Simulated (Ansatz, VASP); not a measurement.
**Si3Sb2 in VASP and in Ansatz**

```
Si Sb
1.0
     3.15253    1.82011    7.43224
    -3.15253    1.82011    7.43224
     0.00000   -3.64023    7.43224
Si Sb
6 4
Direct
  0.47845 0.02155 0.25000
  0.25000 0.47845 0.02155
  0.02155 0.25000 0.47845
  0.52155 0.97845 0.75000
  0.75000 0.52155 0.97845
  0.97845 0.75000 0.52155
  0.36770 0.36770 0.36770
  0.13230 0.13230 0.13230
  0.63230 0.63230 0.63230
  0.86770 0.86770 0.86770
```

Alike in both runs: functional PBE; k mesh 6 × 6 × 6; occupations gaussian, width 0.1 eV; no spin polarisation.

Ansatz relaxed the structure, and its values are those at the end. VASP's run is a single point on that final structure, the one shown.

```csv
,VASP,Ansatz
version,VASP 6.6.1,Ansatz 0.2.0
potentials or method,"VASP PAW PBE potentials, release 64 (Si, Sb), cutoff 520 eV","scalar-relativistic, plane waves, PAW"
valence electrons in the cell,44,84
```

Ansatz gave:

```
gap on the k mesh at the Fermi level (eV) : none
pressure (GPa)                            : 0.0
rms of the force components (eV/Å)        : 0.001
```

Which values does VASP return?

gap on the k mesh at the Fermi level (eV): none; pressure (GPa): 0.0; rms of the force components (eV/Å): 0.008.

A gap of «none» marks a metal or a gap that the smearing closes. The functional is the same, so the differences come from potentials, cutoffs and numerics. VASP's potentials hold 44 valence electrons a cell and Ansatz's 84, so a difference there can come from the potentials and not from the codes.

Spin-orbit coupling is off throughout.
